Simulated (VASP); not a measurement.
# GaN (F-43m) in VASP: vibrations by perturbation theory with PBEsol

Aim: the vibrations by perturbation theory of GaN with PBEsol.

Everything below comes from runs of VASP 6.6.1. Logs are shortened: lines on timing, memory, paths and dates and some standing lists are left out, and cuts for length are marked.

### 1 The cell of the first run

It takes space group F-43m (No. 216, cubic). The conventional cell has a = 4.507 Å, b = 4.507 Å, c = 4.507 Å, α = 90.00°, β = 90.00°, γ = 90.00°. Ga (site symmetry -43m) has 4 N at 1.95 Å within 2.6 Å. N (site symmetry -43m) has 4 Ga at 1.95 Å within 2.6 Å.

### 2 Vibrations by perturbation theory, PBEsol

The input, INCAR:

```
  PREC = Accurate
  ENCUT = 520
  EDIFF = 1E-8
  ISMEAR = -1
  SIGMA = 0.02
  LREAL = False
  LASPH = True
  NELM = 60
  ALGO = Normal
  ISIF = 2
  LWAVE = False
  LCHARG = False
  GGA = PS
  NBANDS = 16
  IBRION = 8
  NSW = 1
```

The input, KPOINTS:

```
regular mesh
0
Gamma
  8 8 8
```

The input, POSCAR:

```
GaN
1.0
    0.0000000000      2.2535006100      2.2535006100
    2.2535006100      0.0000000000      2.2535006100
    2.2535006100      2.2535006100      0.0000000000
Ga N
1 1
Direct
    0.0000000000      0.0000000000      0.0000000000
    0.7499999989      0.7499999989      0.7499999989
```

Potentials or basis: VASP PAW PBE potentials, release 64 (Ga_d, N).

Launch:

```sh
$ cat potpaw_PBE.64/Ga_d/POTCAR potpaw_PBE.64/N/POTCAR > POTCAR
$ mpirun -np 1 vasp_std > vasp.out
```

OUTCAR:

```text
PREC = Accurate
   ENCUT = 520
   EDIFF = 1E-8
   ISMEAR = -1
   LREAL = False
   LASPH = True
   NELM = 60
   ISIF = 2
   GGA = PS
   IBRION = 8
   NSW = 1

 ion  position               nearest neighbor table
   1  0.000  0.000  0.000-   2 1.95   2 1.95   2 1.95   2 1.95
   2  0.750  0.750  0.750-   1 1.95   1 1.95   1 1.95   1 1.95

  LATTYP: Found a face centered cubic cell.
 ALAT       =     4.5070012200

  Lattice vectors:

 A1 = (   0.0000000000,   2.2535006100,   2.2535006100)
 A2 = (   2.2535006100,   0.0000000000,   2.2535006100)
 A3 = (   2.2535006100,   2.2535006100,   0.0000000000)

Analysis of symmetry for initial positions (statically):
=====================================================================
 Subroutine PRICEL returns:
 Original cell was already a primitive cell.

 Routine SETGRP: Setting up the symmetry group for a
 face centered cubic supercell.

 Subroutine GETGRP returns: Found 24 space group operations
 (whereof 24 operations were pure point group operations)
 out of a pool of 48 trial point group operations.

The static configuration has the point symmetry T_d .

Analysis of symmetry for dynamics (positions and initial velocities):
=====================================================================
 Subroutine PRICEL returns:
 Original cell was already a primitive cell.

 Routine SETGRP: Setting up the symmetry group for a
 face centered cubic supercell.

 Subroutine GETGRP returns: Found 24 space group operations
 (whereof 24 operations were pure point group operations)
 out of a pool of 48 trial point group operations.

The dynamic configuration has the point symmetry T_d .

 Subroutine INISYM returns: Found 24 space group operations
 (whereof 24 operations are pure point group operations),
 and found     1 'primitive' translations

----------------------------------------------------------------------------------------

                                     Primitive cell

  volume of cell :      22.8877

  direct lattice vectors                    reciprocal lattice vectors
     0.000000000  2.253500610  2.253500610    -0.221877020  0.221877020  0.221877020
     2.253500610  0.000000000  2.253500610     0.221877020 -0.221877020  0.221877020
     2.253500610  2.253500610  0.000000000     0.221877020  0.221877020 -0.221877020

  length of vectors
     3.186931125  3.186931125  3.186931125     0.384302272  0.384302272  0.384302272

  position of ions in fractional coordinates (direct lattice)
     0.000000000  0.000000000  0.000000000
     0.749999999  0.749999999  0.749999999

  ion indices of the primitive-cell ions
   primitive index   ion index
                 1           1
                 2           2

----------------------------------------------------------------------------------------

 KPOINTS: regular mesh

Automatic generation of k-mesh.
 Grid dimensions read from file:
 generate k-points for:    8    8    8

 Generating k-lattice:

  Cartesian coordinates                     Fractional coordinates (reciprocal lattice)
    -0.027734628  0.027734628  0.027734628     0.125000000  0.000000000  0.000000000
     0.027734628 -0.027734628  0.027734628     0.000000000  0.125000000  0.000000000
     0.027734628  0.027734628 -0.027734628     0.000000000  0.000000000  0.125000000

  Length of vectors
     0.048037784  0.048037784  0.048037784

  Shift w.r.t. Gamma in fractional coordinates (k-lattice)
     0.000000000  0.000000000  0.000000000

 Subroutine IBZKPT returns following result:
 ===========================================

 Found     29 irreducible k-points:

 Following reciprocal coordinates:
            Coordinates               Weight
  0.000000  0.000000  0.000000      1.000000
  0.125000  0.000000  0.000000      8.000000
  0.250000  0.000000  0.000000      8.000000
  0.375000  0.000000  0.000000      8.000000
  0.500000  0.000000  0.000000      4.000000
  0.125000  0.125000  0.000000      6.000000
[... 16 lines left out ...]
  0.500000  0.250000  0.125000     48.000000
 -0.375000  0.250000  0.125000     24.000000
 [... further k-points ...]
   k-points           NKPTS =     29   k-points in BZ     NKDIM =     29   number of bands    NBANDS=     16
   number of dos      NEDOS =    301   number of ions     NIONS =      2
   total plane-waves  NPLWV =  13824
   dimension x,y,z NGX =    24 NGY =   24 NGZ =   24
   dimension x,y,z NGXF=    48 NGYF=   48 NGZF=   48
   ions per type =               1   1
   NGX,Y,Z   is equivalent  to a cutoff of  12.52, 12.52, 12.52 a.u.
   NGXF,Y,Z  is equivalent  to a cutoff of  25.04, 25.04, 25.04 a.u.
 SYSTEM =  unknown system
   PREC   = accura    normal or accurate (medium, high low for compatibility)
   ISTART =      0    job   : 0-new  1-cont  2-samecut
   ICHARG =      2    charge: 1-file 2-atom 10-const
   ISPIN  =      1    spin polarized calculation?
   LNONCOLLINEAR =      F non collinear calculations
   LSORBIT =      F    spin-orbit coupling
   LASPH  =      T    aspherical Exc in radial PAW
   ENCUT  =  520.0 eV  38.22 Ry    6.18 a.u.   5.93  5.93  5.93*2*pi/ulx,y,z
   NELM   =     60;   NELMIN=  2; NELMDL= -5     # of ELM steps
   EDIFF  = 0.1E-07   stopping-criterion for ELM
   LREAL  =      F    real-space projection
   EDIFFG = 0.1E-06   stopping-criterion for IOM
   NSW    =      1    number of steps for IOM
   IBRION =      8    ionic relax: 0-MD 1-quasi-New 2-CG
   NFREE  =      0    steps in history (QN), initial steepest desc. (CG)
   ISIF   =      2    stress and relaxation
   ISYM   =      2    0-nonsym 1-usesym 2-fastsym
   POTIM  = 0.5000    time-step for ionic-motion
   TEBEG  =    0.0;   TEEND  =   0.0 temperature during run
   PSTRESS=    0.0 pullay stress
   NELECT =      18.0000    total number of electrons
   NUPDOWN=      -1.0000    fix difference up-down
   EMIN   =  10.00;   EMAX   =-10.00  energy-range for DOS
   EFERMI =   0.00;   METHOD = LEGACY
   ISMEAR =    -1;   SIGMA  =   0.02  broadening in eV -4-tet -1-fermi 0-gaus
   EFERMI_NEDOS =   21; number of points for ismear=-14 and -15
   IALGO  =     38    algorithm
   IMIX   =      4    mixing-type and parameters
     AMIX     =   0.40;   BMIX     =  1.00
     AMIX_MAG =   1.60;   BMIX_MAG =  1.00
  volume/ion in A,a.u.               =      11.44        77.23
  Fermi-wavevector in a.u.,A,eV,Ry     =   1.511117  2.855596 31.068543  2.283473
  Thomas-Fermi vector in A             =   2.621216
   LORBIT       =      0    0 simple, 1 ext, 2 COOP (PROOUT), +10 PAW based schemes
   GGA     = PS    functional components
   LHFCALC =     F    Hartree Fock is set to
   AEXX    =    0.0000 exact exchange contribution
   IVDW    =     0    specifies the selected vdW correction
   LEPSILON=     F    determine dielectric tensor
   LRPA    =     F    only Hartree local field effects (RPA)
 non-spin polarized calculation
  energy-cutoff  :      520.00
  volume of cell :       22.89
 maximum number of plane-waves:       636
   NGX = 11   NGY = 11   NGZ = 11

--------------------------------------- Ionic step        1  -------------------------------------------

 number of electron      18.0000004 magnetization

 Free energy of the ion-electron system (eV)
  ---------------------------------------------------
  ext. energy  EPLUGINS =         0.00000000
  ---------------------------------------------------
  free energy    TOTEN  =       -13.12147231 eV

  energy without entropy =      -13.12147231  energy(sigma->0) =      -13.12147231

 E-fermi :   5.6044     XC(G=0): -11.9018

 val. band max:        5.1498120354   @ k =   0.0000   0.0000   0.0000
 cond. band min:       6.8325737576   @ k =   0.0000   0.0000   0.0000
 fundamental gap:      1.6827617223
 Fermi energy:         5.6044107057

 k-point     1 :       0.0000    0.0000    0.0000
  band No.  band energies     occupation
      1     -10.7821      2.00000
      2      -8.2534      2.00000
      3      -8.2534      2.00000
      4      -8.2534      2.00000
      5      -7.9285      2.00000
      6      -7.9285      2.00000
[... 433 lines left out ...]
      3      -8.0851      2.00000
      4      -7.9496      2.00000
      5      -7.8953      2.00000
      6      -6.3621      2.00000
[... 8 lines left out ...]
     15      23.8051      0.00000
     16      26.0761      0.00000

 [... further k-points ...]

------------------------ aborting loop because EDIFF is reached ----------------------------------------

  FORCE on cell =-STRESS in cart. coord.  units (eV):
  Direction    XX          YY          ZZ          XY          YZ          ZX
  --------------------------------------------------------------------------------------
  -------------------------------------------------------------------------------------
  Total       -0.1891093     -0.1891093     -0.1891093     -0.0000000     -0.0000000      0.0000000
  in kB      -13.2379400    -13.2379400    -13.2379400     -0.0000000     -0.0000000      0.0000000
  external PRESSURE =     -13.2379400 kB  Pullay stress =       0.0000000 kB

 VOLUME and BASIS-vectors are now :
 -----------------------------------------------------------------------------
  energy-cutoff  :      520.00
  volume of cell :       22.89
      direct lattice vectors                 reciprocal lattice vectors
     0.000000000  2.253500610  2.253500610    -0.221877020  0.221877020  0.221877020
     2.253500610  0.000000000  2.253500610     0.221877020 -0.221877020  0.221877020
     2.253500610  2.253500610  0.000000000     0.221877020  0.221877020 -0.221877020

 POSITION                                       TOTAL-FORCE (eV/Angst)
 -----------------------------------------------------------------------------------
      0.00000      0.00000      0.00000         0.000000      0.000000      0.000000
      3.38025      3.38025      3.38025        -0.000000     -0.000000     -0.000000
 -----------------------------------------------------------------------------------
    total drift:                                0.000002      0.000002      0.000002

  FREE ENERGIE OF THE ION-ELECTRON SYSTEM (eV)
  ---------------------------------------------------
  free  energy   TOTEN  =       -13.1214723112 eV

  energy  without entropy=      -13.1214723112  energy(sigma->0) =      -13.12147231

[... ionic steps 2 to 3 ...]

--------------------------------------- Ionic step        4  -------------------------------------------

------------------------ aborting loop because EDIFF is reached ----------------------------------------

[... ionic steps 5 to 6 ...]

--------------------------------------- Ionic step        7  -------------------------------------------

 Free energy of the ion-electron system (eV)
  ---------------------------------------------------
  ---------------------------------------------------
  free energy    TOTEN  =        -0.23164883 eV

  energy without entropy =       -0.23164883

------------------------ aborting loop because EDIFF is reached ----------------------------------------

 INTERNAL STRAIN TENSOR  FOR ION    2  DIRECTION 1   (eV/Angst):
 -----------------------------------------------------------------------------
     0.00137  0.00000  0.00000
     0.00000 -0.00514  7.82799
     0.00000  7.82799 -0.00514

 INTERNAL STRAIN TENSOR FOR ION    2 for displacements in x,y,z  (eV/Angst):
          X           Y           Z          XY          YZ          ZX
  --------------------------------------------------------------------------------
  x     0.00000    -0.00000    -0.00000     0.00000     7.82799     0.00000
  y     0.00000    -0.00000     0.00000     0.00000     0.00000     7.82799
  z    -0.00000    -0.00000     0.00000     7.82799     0.00000     0.00000

 SECOND DERIVATIVES (NOT SYMMETRIZED)
 ------------------------------------
               1X          1Y          1Z          2X          2Y          2Z
  1X   -11.988114    0.000000    0.000000   11.988114    0.000000    0.000000
  1Y     0.000000  -11.988114    0.000000    0.000000   11.988114    0.000000
  1Z     0.000000    0.000000  -11.988114    0.000000    0.000000   11.988114
  2X    11.969374    0.000000    0.000000  -11.969374    0.000000    0.000000
  2Y     0.000000   11.969374    0.000000    0.000000  -11.969374    0.000000
  2Z     0.000000    0.000000   11.969374    0.000000    0.000000  -11.969374

 Eigenvectors and eigenvalues of the dynamical matrix
 ----------------------------------------------------

   1 f  =   15.841662 THz    99.536095 2PiTHz  528.420950 cm-1    65.515818 meV
             X         Y         Z           dx          dy          dz
      0.000000  0.000000  0.000000     0.000000    0.409202   -0.000000
      3.380251  3.380251  3.380251    -0.000000   -0.912444   -0.000000
[... 21 lines left out ...]
   6 f/i=    0.004627 THz     0.029070 2PiTHz    0.154329 cm-1     0.019134 meV
             X         Y         Z           dx          dy          dz
      0.000000  0.000000  0.000000     0.848616   -0.043012   -0.332498
      3.380251  3.380251  3.380251     0.380577   -0.019290   -0.149114

--------------------------------------------------------------------------------------------------------

 ELASTIC MODULI CONTR FROM IONIC RELAXATION (kBar)
 Direction    XX          YY          ZZ          XY          YZ          ZX
 --------------------------------------------------------------------------------
 XX          -0.0000     -0.0000      0.0000      0.0000     -0.0000     -0.0000
 YY          -0.0000     -0.0000     -0.0000      0.0000      0.0000      0.0000
 ZZ           0.0000     -0.0000     -0.0000     -0.0000      0.0000     -0.0000
 XY           0.0000      0.0000     -0.0000   -330.2682     -0.0000      0.0000
 YZ          -0.0000      0.0000      0.0000     -0.0000   -330.2682      0.0000
 ZX          -0.0000      0.0000     -0.0000      0.0000      0.0000   -330.2682
 --------------------------------------------------------------------------------
```

It took 2.2 min on 1 thread of AMD EPYC 7R13 (Zen 3), shared host; peak memory 0.18 GiB.

Results:

```
Highest phonon frequency at Γ, LO-TO splitting left out : 528 cm⁻¹
```

Phonon frequencies in cm⁻¹ (negative: imaginary):
```tsv
q point	frequencies
(0.000, 0.000, 0.000)	0 0 0 528 528 528
```

Caveat: the cell wasn't relaxed at this level first, which shifts response properties; the PAW data sets were made with another functional, which shifts forces and pressure a little.
